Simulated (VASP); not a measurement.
**BaY2NiO5: single point with PBE+U**

System: BaY2NiO5.

```
Y Ba Ni O
1.0
     5.88908    0.41924   -0.28208
    -0.29039    4.11059    0.09988
     0.79028    0.56799    5.45270
Y Ba Ni O
2 1 1 5
Direct
  0.61238 0.50504 0.12511
  0.43090 0.12004 0.63383
  0.14739 0.94655 0.17978
  0.74624 0.61485 0.63072
  0.72034 0.97672 0.30742
  0.08005 0.71020 0.62935
  0.98508 0.02799 0.76669
  0.25792 0.59552 0.83556
  0.94334 0.25865 0.50940
```

```json
{"Program": "VASP 6.6.1", "Task": "single point", "Functional": "PBE", "Potentials or basis": "VASP PAW PBE potentials, release 64 (Y_sv, Ba_sv, Ni, O)", "Cutoff": "520 eV", "k mesh": "3 × 5 × 4, shifted", "Occupations": "fermi-dirac, width 0.1 eV", "Spin": "no spin polarisation", "Hubbard terms": "Ni d U = 5.31 eV", "Dipole correction": "no", "k mesh for the DOS": "5 × 8 × 6", "Occupations for the DOS": "tetrahedron", "Further INCAR settings": "ALGO = Normal; EDIFF = 1e-07; NBANDS = 46"}
```

```
Valence electrons inside the program's atomic spheres : Y 9.53, 9.54; Ba 8.19; Ni 9.44; O 4.93, 4.80, 4.79, 4.88, 4.84
```

Levels at points of the mesh, in eV from the Fermi level:
| k point | band 32 | band 33 | band 34 | band 35 | band 36 | band 37 | band 38 | band 39 | band 40 | band 41 |
| --- | --- | --- | --- | --- | --- | --- | --- | --- | --- | --- |
| (0.00, 0.00, 0.00) | -1.86 | -1.68 | -1.20 | -0.91 | -0.27 | 0.14 | 0.25 | 0.57 | 0.75 | 1.71 |
| (0.00, 0.50, 0.00) | -1.73 | -1.45 | -1.06 | -0.85 | -0.13 | 0.14 | 0.25 | 0.51 | 0.70 | 1.44 |
| (0.00, 0.00, 0.50) | -1.88 | -1.65 | -1.12 | -0.90 | -0.61 | 0.01 | 0.17 | 0.91 | 1.24 | 1.41 |
| (0.00, 0.50, 0.50) | -1.67 | -1.66 | -1.15 | -0.33 | -0.08 | 0.19 | 0.43 | 0.73 | 0.89 | 1.25 |

Eigenvalues of the final occupation matrices:
| site | spin | trace | eigenvalues |
| --- | --- | --- | --- |
| site 4 d | 1 | 4.37 | 0.80 0.85 0.88 0.89 0.94 |
| site 4 d | 2 | 4.37 | 0.80 0.85 0.88 0.89 0.94 |

It took 26 min on 1 thread of Intel Xeon 8259CL, with other jobs on the host, peak memory 0.78 GiB.

Caveat: spin-orbit coupling is left out, which moves the levels of the heavy elements; the run has no spin polarisation, though such a crystal can be magnetic; U without spin polarisation on a metal has little footing. Spin polarisation is off, so any magnetic state and its effect on volume and gap are missing.
